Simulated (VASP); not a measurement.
# Ge: single point with PBEsol

The system is Ge.

```xyz
8
Lattice="-3.5738 3.5738 3.4697 3.5738 -3.5738 3.4697 3.5738 3.5738 -3.4697" Properties=species:S:1:pos:R:3 pbc="T T T"
Ge    1.0573    4.6310   -1.0265
Ge   -1.0573    1.0573    4.4961
Ge    4.6310   -1.0573    1.0265
Ge    2.5165    2.5165    2.4432
Ge   -1.0573    2.5165    1.0265
Ge    1.0573   -1.0573    2.4432
Ge    2.5165    1.0573   -1.0265
Ge    1.0573    1.0573    1.0265
```

This cell differs from its parent crystal: strain +0.030 along x and y, +0.000 along z.

- Program: VASP 6.6.1
- Task: single point
- Functional: PBEsol
- Potentials or basis: VASP PAW PBE potentials, release 64 (Ge_d)
- Cutoff: 520 eV
- k mesh: 8 × 8 × 8
- Occupations: gaussian, width 0.15 eV
- Spin: no spin polarisation

| Quantity | Value |
| --- | --- |
| Pressure | -3.7 GPa |
| Largest force | 0.197 eV/Å |
| Band gap on the k mesh | zero (bands 56 and 57 overlap by 0.81 eV) |

Forces in eV/Å, atoms in the order of the input:
```
Ge  -0.003  0.105 -0.167
Ge   0.003  0.105  0.167
Ge  -0.003 -0.105  0.167
Ge   0.003 -0.105 -0.167
Ge   0.003 -0.105  0.167
Ge  -0.003 -0.105 -0.167
Ge   0.003  0.105 -0.167
Ge  -0.003  0.105  0.167
```

Stress tensor (GPa, compression positive):
```
-4.56  0.00  0.00
 0.00 -4.58  0.00
 0.00  0.00 -1.91
```

Levels at points of the mesh, in eV from the Fermi level:
```tsv
k point	band 54	band 55	band 56	band 57	band 58	band 59
(0.00, 0.00, 0.00)	-1.29	-1.21	-0.57	1.35	1.37	1.86
(0.50, 0.00, 0.00)	-1.72	-0.97	-0.97	0.33	0.33	1.76
(0.50, 0.00, 0.50)	-1.78	-1.09	-1.09	0.49	0.49	1.75
(0.50, 0.50, 0.00)	-1.79	-0.91	-0.91	0.38	0.38	1.82
(0.50, 0.50, 0.50)	-1.82	0.36	0.47	0.58	1.24	2.27
```

Wall time 31 min on 1 thread of Oxide Virtual Turin-like Processor, with other jobs on the host, peak memory 0.78 GiB.

Caveat: the cell differs from its parent crystal (strain +0.030 along x and y, +0.000 along z); the cell stands under tension; the PAW data sets were made with another functional, which shifts forces and pressure a little.
